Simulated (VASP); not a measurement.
# NaF (Villiaumite) (P1) in VASP: a series of runs, part 2 of 2

VASP 6.6.1.

### Step 3. Single point, PBEsol+D3(BJ)

This run uses another cell than the first one, of 12.77 Å³/atom, 1.005 times its volume.

File INCAR:

```
PREC = Accurate
ENCUT = 520
EDIFF = 1E-6
ISMEAR = 0
SIGMA = 0.01
LREAL = F
LASPH = T
NELM = 100
ALGO = Normal
ISIF = 2
LWAVE = F
LCHARG = T
GGA = PS
IVDW = 12
LELF = T
LVHAR = T
NBANDS = 14
```

File KPOINTS:

```
Automatic mesh
0
Gamma
  4 4 4
```

File POSCAR:

```
NaF
1.0
    0.0042871215      2.3372825363      2.3394761802
    2.3512857976     -0.0243804992      2.3681538176
    2.3073828690      2.3220572451      0.0195224293
Na F
1 1
Direct
    0.0004400000      0.0308300000      0.9720700000
    0.4830400000      0.5162400000      0.5339200000
```

Potentials or basis: VASP PAW PBE potentials, release 64 (Na_pv, F).

Run with:

```
> cat potpaw_PBE.64/Na_pv/POTCAR potpaw_PBE.64/F/POTCAR > POTCAR
> mpirun -np 1 vasp_std > vasp.out
```

OUTCAR:

```text
PREC = Accurate
   ENCUT = 520
   EDIFF = 1E-6
   ISMEAR = 0
   LREAL = F
   LASPH = T
   NELM = 100
   ISIF = 2
   GGA = PS
   IVDW = 12
 IVDW          = 12

 ion  position               nearest neighbor table
   1  0.000  0.031  0.972-   2 2.22   2 2.24   2 2.28
   2  0.483  0.516  0.534-   1 2.22   1 2.24   1 2.28

  LATTYP: Found a triclinic cell.
 ALAT       =     3.2690468394
 B/A-ratio  =     1.0116009674
 C/A-ratio  =     1.0156495221
 COS(alpha) =     0.0009533344
 COS(beta)  =     0.4893977470
 COS(gamma) =     0.5044277882

  Lattice vectors:

 A1 = (   2.3030957475,  -0.0152252912,  -2.3199537509)
 A2 = (  -0.0042871215,  -2.3372825363,  -2.3394761802)
 A3 = (  -0.0439029286,   2.3464377443,  -2.3486313883)

Analysis of symmetry for initial positions (statically):
=====================================================================
 Subroutine PRICEL returns:
 Original cell was already a primitive cell.

 Routine SETGRP: Setting up the symmetry group for a
 triclinic supercell.

 Subroutine GETGRP returns: Found  1 space group operations
 (whereof  1 operations were pure point group operations)
 out of a pool of  2 trial point group operations.

The static configuration has the point symmetry C_1 .

Analysis of symmetry for dynamics (positions and initial velocities):
=====================================================================
 Subroutine PRICEL returns:
 Original cell was already a primitive cell.

 Routine SETGRP: Setting up the symmetry group for a
 triclinic supercell.

 Subroutine GETGRP returns: Found  1 space group operations
 (whereof  1 operations were pure point group operations)
 out of a pool of  2 trial point group operations.

The dynamic configuration has the point symmetry C_1 .

 Subroutine INISYM returns: Found  1 space group operations
 (whereof  1 operations are pure point group operations),
[... 123 lines left out ...]
   AEXX    =    0.0000 exact exchange contribution
   IVDW    =    12    specifies the selected vdW correction
   LEPSILON=     F    determine dielectric tensor
   LRPA    =     F    only Hartree local field effects (RPA)
 non-spin polarized calculation
 Gauss-broadening in eV      SIGMA  =   0.01
  energy-cutoff  :      520.00
  volume of cell :       25.55
 maximum number of plane-waves:       700
 NGX is ok and might be reduce to    28
   NGX = 13   NGY = 13   NGZ = 13

 number of electron      14.0000002 magnetization

 Free energy of the ion-electron system (eV)
  ---------------------------------------------------
  ext. energy  EPLUGINS =         0.00000000
  ---------------------------------------------------
  free energy    TOTEN  =        -8.73704005 eV

  energy without entropy =       -8.73704005  energy(sigma->0) =       -8.73704005

 E-fermi :  -2.2112     XC(G=0):  -9.1939

 val. band max:       -2.2543123743   @ k =   0.0000   0.0000   0.0000
 cond. band min:       3.7326712357   @ k =   0.0000   0.0000   0.0000
 fundamental gap:      5.9869836101
 Fermi energy:        -2.2112042427

 k-point     1 :       0.0000    0.0000    0.0000
  band No.  band energies     occupation
      1     -21.3803      2.00000
      2     -21.1214      2.00000
      3     -21.1177      2.00000
      4     -21.0469      2.00000
      5      -2.3356      2.00000
      6      -2.2907      2.00000
      7      -2.2543      2.00000
      8       3.7327      0.00000
      9      16.0624      0.00000
     10      16.4357      0.00000
     11      16.8127      0.00000
     12      18.9640      0.00000
     13      21.2801      0.00000
     14      21.4592      0.00000
[... 377 lines left out ...]
      1     -21.7374      2.00000
      2     -21.1840      2.00000
      3     -21.1552      2.00000
      4     -20.5309      2.00000
      5      -3.5101      2.00000
      6      -2.8503      2.00000
      7      -2.5587      2.00000
      8       8.7855      0.00000
      9      10.4587      0.00000
     10      13.9345      0.00000
     11      17.0867      0.00000
     12      17.5281      0.00000
     13      23.0776      0.00000
     14      24.1971      0.00000

 [... further k-points ...]

------------------------ aborting loop because EDIFF is reached ----------------------------------------

 Edisp (eV)   -0.31542

 E8    (eV) :    -0.2096

  FORCE on cell =-STRESS in cart. coord.  units (eV):
  Direction    XX          YY          ZZ          XY          YZ          ZX
  --------------------------------------------------------------------------------------
  -------------------------------------------------------------------------------------
  Total      -0.34463    -0.44119    -0.53305     0.03147     0.04499    -0.05937
  in kB     -21.61491   -27.67069   -33.43235     1.97390     2.82159    -3.72372
  external pressure =      -27.57 kB  Pullay stress =        0.00 kB

 VOLUME and BASIS-vectors are now :
 -----------------------------------------------------------------------------
  energy-cutoff  :      520.00
  volume of cell :       25.55
      direct lattice vectors                 reciprocal lattice vectors
     0.004287122  2.337282536  2.339476180    -0.215282592  0.212106671  0.215932835
     2.351285798 -0.024380499  2.368153818     0.210870963 -0.211310002  0.210725440
     2.307382869  2.322057245  0.019522429     0.218908205  0.214936535 -0.215136149

 POSITION                                       TOTAL-FORCE (eV/Angst)
 -----------------------------------------------------------------------------------
      2.31543      2.25748      0.09302         0.231579      0.196436     -0.130006
      2.44786      2.35621      2.36302        -0.231579     -0.196436      0.130006
 -----------------------------------------------------------------------------------
    total drift:                               -0.000139     -0.000174      0.000266

  FREE ENERGIE OF THE ION-ELECTRON SYSTEM (eV)
  ---------------------------------------------------
  free  energy   TOTEN  =        -9.0524575997 eV

  energy  without entropy=       -9.0524575997  energy(sigma->0) =       -9.05245760
```

stdout:

```text
POSCAR found type information on POSCAR NaF
 POSCAR found :  2 types and       2 ions
 scaLAPACK will be used
 -----------------------------------------------------------------------------
|                                                                             |
|                                                                             |
|     You enforced a specific xc type in the INCAR file but a different       |
|     I HOPE YOU KNOW WHAT YOU ARE DOING!                                     |
|                                                                             |
 -----------------------------------------------------------------------------

 LDA part: xc-table for (Slater+PW92), standard interpolation
 POSCAR, INCAR and KPOINTS ok, starting setup
 FFT: planning ... GRIDC
 FFT: planning ... GRID_SOFT
 FFT: planning ... GRID
 WAVECAR not read
 entering main loop
```

It took 9.4 s on 1 thread of Intel Xeon Platinum 8488C (Sapphire Rapids), shared host; peak memory 0.16 GiB.

Results:

```yaml
Free_energy: -9.0525 eV
Pressure: -2.8 GPa
Largest_force: 0.330 eV/Å
Band_gap_on_the_k_mesh: 5.99 eV, direct
Dispersion_energy_per_atom: -0.158 eV
```

Forces on the atoms (eV/Å):
```
Na   0.232  0.196 -0.130
F   -0.232 -0.196  0.130
```

Levels at points of the mesh, in eV from the valence-band top:
```csv
k point,band 5,band 6,band 7,band 8,band 9,band 10
"(0.00, 0.00, 0.00)",-0.08,-0.04,0.00,5.99,18.32,18.69
"(0.50, 0.00, 0.00)",-1.59,-0.31,-0.24,10.41,12.08,19.35
"(0.00, 0.50, 0.00)",-1.61,-0.25,-0.21,10.40,11.88,19.62
"(0.50, 0.50, 0.00)",-1.29,-0.47,-0.39,12.64,13.03,13.23
"(0.00, 0.00, 0.50)",-1.58,-0.33,-0.30,10.45,12.22,19.44
"(0.50, 0.00, 0.50)",-1.29,-0.47,-0.39,12.60,13.01,13.29
"(0.00, 0.50, 0.50)",-1.28,-0.45,-0.43,12.66,12.97,13.30
"(0.50, 0.50, 0.50)",-1.59,-0.30,-0.24,10.41,12.06,19.41
```

Caveat: the k points lie up to 0.59 Å⁻¹ apart; three body term missing; the PAW data sets were made with another functional, which shifts forces and pressure a little.
